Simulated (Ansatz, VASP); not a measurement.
## Two plane-wave programs on ZrGeF

INCAR

```
PREC = Accurate
ENCUT = 520
EDIFF = 1E-7
ISMEAR = -1
SIGMA = 0.1
LREAL = F
LASPH = T
NELM = 80
ALGO = Normal
ISIF = 2
LWAVE = F
LCHARG = T
GGA = PE
LELF = T
LVHAR = T
NBANDS = 42
```

The input KPOINTS:

```
Automatic mesh
0
Gamma
  5 5 3
```

The input POSCAR:

```
ZrGeF
1.0
    3.3999840000      0.0000000000      0.0000000000
    0.0000000000      3.3999840000      0.0000000000
    0.0000000000      0.0000000000      7.6344290000
Zr F Ge
2 2 2
Direct
    0.0000000000      0.5000000000      0.2440000000
    0.5000000000      0.0000000000      0.7560000000
    0.0000000000      0.5000000000      0.6230000000
    0.5000000000      0.0000000000      0.3770000000
    0.0000000000      0.0000000000      0.0000000000
    0.5000000000      0.5000000000      0.0000000000
```

Input for Ansatz:

```yaml
crystal:
  lattice:
    - [3.399984, 0.0, 0.0]
    - [0.0, 3.399984, 0.0]
    - [0.0, 0.0, 7.634429]
  atoms:
    - { symbol: Zr, position: [0.0, 0.5, 0.244] }
    - { symbol: Zr, position: [0.5, 0.0, 0.756] }
    - { symbol: F, position: [0.0, 0.5, 0.623] }
    - { symbol: F, position: [0.5, 0.0, 0.377] }
    - { symbol: Ge, position: [0.0, 0.0, 0.0] }
    - { symbol: Ge, position: [0.5, 0.5, 0.0] }
  symmetry: { tolerance: 0.0003 }
kpoints:
  mp_grid: { grid: [5, 5, 3], shift: [0, 0, 0] }
magnetization:
  spin_polarized: false
scf:
  occupations: { method: fermi_dirac }
  mixing: { algorithm: broyden, beta: 0.3, ndim: 16 }
hamiltonian:
  pseudopotentials: { kind: paw }
  xc: pbe
basis:
  ecutwfc: 420
output:
  forces: true
  stress: true
  eigenvalues: true
```

Alike in both runs: task single point; functional PBE; k mesh 5 × 5 × 3; no spin polarisation.

```csv
,VASP,Ansatz
version,VASP 6.6.1,Ansatz 0.2.0
potentials or method,"VASP PAW PBE potentials, release 64 (Zr_sv, F, Ge_d), cutoff 520 eV",PAW plane waves
occupations,"fermi-dirac, width 0.1 eV",fermi-dirac
valence electrons in the cell,66,66
```

|  | VASP | Ansatz | Ansatz less VASP |
| --- | --- | --- | --- |
| gap on the k mesh at the Fermi level (eV) | none | none | - |
| rms of the force components (eV/Å) | 2.035 | 2.022 | -0.0125 |

Atom by atom the forces differ by 0.012 eV/Å (rms over components). A gap of «none» marks a metal or a gap that the smearing closes.

The k mesh is coarse, so the values compare programs but aren't converged.
